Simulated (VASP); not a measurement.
# Fe (P6_3/mmc) in VASP: further runs

Runs on Fe. Level: PBEsol. Tasks: single point.

Everything below comes from runs of VASP 6.6.1. Logs are shortened: lines on timing, memory, paths and dates and some standing lists are left out, and cuts for length are marked.

## 1. The cell of the first run

The structure is hexagonal, space group P6_3/mmc (No. 194). Conventional cell: a = 2.347 Å, b = 2.347 Å, c = 3.797 Å, α = 90.00°, β = 90.00°, γ = 120.00°. Fe (site symmetry -6m2) has 12 Fe at 2.33 to 2.35 Å within 3.1 Å.

## 2. Single point, PBEsol

INCAR reads:

```
  PREC = Accurate
  ENCUT = 520
  EDIFF = 1E-7
  ISMEAR = -1
  SIGMA = 0.1
  LREAL = False
  LASPH = True
  NELM = 60
  ALGO = Normal
  ISIF = 2
  LWAVE = False
  LCHARG = True
  GGA = PS
  LELF = True
  LVHAR = True
  NBANDS = 15
```

KPOINTS reads:

```
Automatic mesh
0
Gamma
  14 14 8
```

POSCAR reads:

```
Fe
1.0
    2.3470000000      0.0000000000      0.0000000000
   -1.1735000000      2.0325616227      0.0000000000
    0.0000000000      0.0000000000      3.7970000000
Fe
2
Direct
    0.3333333333      0.6666666667      0.2500000000
    0.6666666667      0.3333333333      0.7500000000
```

Potentials or basis: VASP PAW PBE potentials, release 64 (Fe).

Command:

```console
cat potpaw_PBE.64/Fe/POTCAR > POTCAR
mpirun -np 1 vasp_std > vasp.out
```

OUTCAR:

```text
PREC = Accurate
   ENCUT = 520
   EDIFF = 1E-7
   ISMEAR = -1
   LREAL = False
   LASPH = True
   NELM = 60
   ISIF = 2
   GGA = PS

 ion  position               nearest neighbor table
   1  0.333  0.667  0.250-   2 2.33   2 2.33   2 2.33   2 2.33   2 2.33   2 2.33
   2  0.667  0.333  0.750-   1 2.33   1 2.33   1 2.33   1 2.33   1 2.33   1 2.33

  LATTYP: Found a hexagonal cell.
 ALAT       =     2.3470000000
 C/A-ratio  =     1.6178099702

  Lattice vectors:

 A1 = (   2.3470000000,   0.0000000000,   0.0000000000)
 A2 = (  -1.1735000000,   2.0325616227,   0.0000000000)
 A3 = (   0.0000000000,   0.0000000000,   3.7970000000)

Analysis of symmetry for initial positions (statically):
=====================================================================
 Subroutine PRICEL returns:
 Original cell was already a primitive cell.

 Routine SETGRP: Setting up the symmetry group for a
 hexagonal supercell.

 Subroutine GETGRP returns: Found 24 space group operations
 (whereof 12 operations were pure point group operations)
 out of a pool of 24 trial point group operations.

The static configuration has the point symmetry D_3d.
 The point group associated with its full space group is D_6h.

Analysis of symmetry for dynamics (positions and initial velocities):
=====================================================================
 Subroutine PRICEL returns:
 Original cell was already a primitive cell.

 Routine SETGRP: Setting up the symmetry group for a
 hexagonal supercell.

 Subroutine GETGRP returns: Found 24 space group operations
 (whereof 12 operations were pure point group operations)
 out of a pool of 24 trial point group operations.

The dynamic configuration has the point symmetry D_3d.
 The point group associated with its full space group is D_6h.

 Subroutine INISYM returns: Found 24 space group operations
 (whereof 12 operations are pure point group operations),
 and found     1 'primitive' translations

----------------------------------------------------------------------------------------

                                     Primitive cell

  volume of cell :      18.1133

  direct lattice vectors                    reciprocal lattice vectors
     2.347000000  0.000000000  0.000000000     0.426075841  0.245995002  0.000000000
    -1.173500000  2.032561623  0.000000000     0.000000000  0.491990004  0.000000000
[... 88 lines left out ...]
   NSW    =      0    number of steps for IOM
   IBRION =     -1    ionic relax: 0-MD 1-quasi-New 2-CG
   NFREE  =      0    steps in history (QN), initial steepest desc. (CG)
   ISIF   =      2    stress and relaxation
   ISYM   =      2    0-nonsym 1-usesym 2-fastsym
   POTIM  = 0.5000    time-step for ionic-motion
   TEBEG  =    0.0;   TEEND  =   0.0 temperature during run
   PSTRESS=    0.0 pullay stress
   NELECT =      16.0000    total number of electrons
   NUPDOWN=      -1.0000    fix difference up-down
   EMIN   =  10.00;   EMAX   =-10.00  energy-range for DOS
   EFERMI =   0.00;   METHOD = LEGACY
   ISMEAR =    -1;   SIGMA  =   0.10  broadening in eV -4-tet -1-fermi 0-gaus
   EFERMI_NEDOS =   21; number of points for ismear=-14 and -15
   IALGO  =     38    algorithm
   IMIX   =      4    mixing-type and parameters
     AMIX     =   0.40;   BMIX     =  1.00
     AMIX_MAG =   1.60;   BMIX_MAG =  1.00
  volume/ion in A,a.u.               =       9.06        61.12
  Fermi-wavevector in a.u.,A,eV,Ry     =   1.570781  2.968346 33.570383  2.467354
  Thomas-Fermi vector in A             =   2.672463
   LORBIT       =      0    0 simple, 1 ext, 2 COOP (PROOUT), +10 PAW based schemes
   GGA     = PS    functional components
   LHFCALC =     F    Hartree Fock is set to
   AEXX    =    0.0000 exact exchange contribution
   IVDW    =     0    specifies the selected vdW correction
   LEPSILON=     F    determine dielectric tensor
   LRPA    =     F    only Hartree local field effects (RPA)
 non-spin polarized calculation
  energy-cutoff  :      520.00
  volume of cell :       18.11
 maximum number of plane-waves:       513
 NGX is ok and might be reduce to    18
   NGX =  9   NGY =  9   NGZ = 15

 number of electron      15.9999993 magnetization

 Free energy of the ion-electron system (eV)
  ---------------------------------------------------
  ext. energy  EPLUGINS =         0.00000000
  ---------------------------------------------------
  free energy    TOTEN  =       -17.76486909 eV

  energy without entropy =      -17.68980375  energy(sigma->0) =      -17.72733642

 E-fermi :   8.1602     XC(G=0): -14.6572

 val. band max:        8.1553507699   @ k =   0.2143   0.0714   0.1250
 cond. band min:       8.1615110066   @ k =   0.0714  -0.0000   0.3750
 fundamental gap:      0.0061602368
 Fermi energy:         8.1601690866

 k-point     1 :       0.0000    0.0000    0.0000
  band No.  band energies     occupation
      1      -1.4877      2.00000
      2       2.4507      2.00000
      3       6.1720      2.00000
      4       6.2085      2.00000
      5       6.2085      2.00000
      6       6.7283      2.00000
      7       6.7283      2.00000
      8       7.2940      1.99965
      9       7.2940      1.99965
     10       8.4135      0.14715
     11       9.0149      0.00039
     12       9.0149      0.00039
     13      17.8469      0.00000
     14      31.3252      0.00000
[... 401 lines left out ...]
      2       4.0693      2.00000
      3       4.0805      2.00000
      4       4.5337      2.00000
      5       5.6869      2.00000
      6       5.8593      2.00000
      7       7.1621      1.99991
      8       8.7340      0.00642
      9       8.9817      0.00054
     10       9.0503      0.00027
     11      14.1431      0.00000
     12      15.5194      0.00000
     13      17.0957      0.00000
     14      23.1092      0.00000
     15      23.3603      0.00000

 [... further k-points ...]
[... 5 lines left out ...]
  --------------------------------------------------------------------------------------
  -------------------------------------------------------------------------------------
  Total        4.0020850      4.0020850      2.5114511      0.0000000      0.0000000      0.0000000
  in kB      353.9969197    353.9969197    222.1456958      0.0000000      0.0000000      0.0000000
  external PRESSURE =     310.0465117 kB  Pullay stress =       0.0000000 kB

 VOLUME and BASIS-vectors are now :
 -----------------------------------------------------------------------------
  energy-cutoff  :      520.00
  volume of cell :       18.11
      direct lattice vectors                 reciprocal lattice vectors
     2.347000000  0.000000000  0.000000000     0.426075841  0.245995002  0.000000000
    -1.173500000  2.032561623  0.000000000     0.000000000  0.491990004  0.000000000
     0.000000000  0.000000000  3.797000000     0.000000000  0.000000000  0.263365815

 POSITION                                       TOTAL-FORCE (eV/Angst)
 -----------------------------------------------------------------------------------
     -0.00000      1.35504      0.94925         0.000000     -0.000000      0.000000
      1.17350      0.67752      2.84775        -0.000000      0.000000      0.000000
 -----------------------------------------------------------------------------------
    total drift:                                0.000000     -0.000000     -0.000000

  FREE ENERGIE OF THE ION-ELECTRON SYSTEM (eV)
  ---------------------------------------------------
  free  energy   TOTEN  =       -17.7648690896 eV

  energy  without entropy=      -17.6898037527  energy(sigma->0) =      -17.72733642
```

OSZICAR:

```text
N       E                     dE             d eps       ncg     rms          rms(c)
DAV:   1     0.742667447928E+02    0.74267E+02   -0.72560E+03  3728   0.148E+03
DAV:   2    -0.189766362765E+02   -0.93243E+02   -0.83371E+02  3600   0.248E+02
DAV:   3    -0.210161831716E+02   -0.20395E+01   -0.19687E+01  4321   0.520E+01
DAV:   4    -0.210288554406E+02   -0.12672E-01   -0.12670E-01  4293   0.354E+00
DAV:   5    -0.210290096839E+02   -0.15424E-03   -0.15424E-03  4433   0.389E-01    0.211E+01
DAV:   6    -0.179333998832E+02    0.30956E+01   -0.10643E+01  4062   0.721E+01    0.133E+00
DAV:   7    -0.178117587916E+02    0.12164E+00   -0.51521E-01  4482   0.137E+01    0.127E+00
DAV:   8    -0.177764791644E+02    0.35280E-01   -0.34840E-03  5481   0.859E-01    0.579E-01
DAV:   9    -0.177648542286E+02    0.11625E-01   -0.22784E-03  5113   0.584E-01    0.597E-02
DAV:  10    -0.177648729155E+02   -0.18687E-04   -0.11290E-04  4666   0.164E-01    0.292E-02
DAV:  11    -0.177648680259E+02    0.48896E-05   -0.50061E-06  4796   0.501E-02    0.500E-03
DAV:  12    -0.177648687203E+02   -0.69440E-06   -0.23199E-07  3808   0.553E-03    0.203E-03
DAV:  13    -0.177648690544E+02   -0.33415E-06   -0.63509E-09  2367   0.161E-03    0.895E-05
DAV:  14    -0.177648690896E+02   -0.35187E-07   -0.22007E-09  2129   0.567E-04
   1 F= -.17764869E+02 E0= -.17727336E+02  d E =-.750653E-01
```

stdout:

```text
POSCAR found type information on POSCAR Fe
 POSCAR found :  1 types and       2 ions
 scaLAPACK will be used
 -----------------------------------------------------------------------------
|                                                                             |
|                                                                             |
|     You enforced a specific xc type in the INCAR file but a different       |
|     I HOPE YOU KNOW WHAT YOU ARE DOING!                                     |
|                                                                             |
 -----------------------------------------------------------------------------

 LDA part: xc-table for (Slater+PW92), standard interpolation
 POSCAR, INCAR and KPOINTS ok, starting setup
 FFT: planning ... GRIDC
 FFT: planning ... GRID_SOFT
 FFT: planning ... GRID
 WAVECAR not read
 entering main loop
```

Wall time 21 s (1 thread of Intel Xeon Platinum 8488C (Sapphire Rapids), shared host); peak memory 0.14 GiB.

Results:

- Free energy: -17.7649 eV
- Pressure: 31.0 GPa
- Band gap on the k mesh: zero (band 8 reaches 9.35 eV, above the bottom of band 9 at 7.09 eV)

Caveat: the PAW data sets were made with another functional, which shifts forces and pressure a little; the run has no spin polarisation, though such a crystal can be magnetic. Spin polarisation is off, so any magnetic state and its effect on volume and gap are missing.

(Part 1 of 2 ends here.)
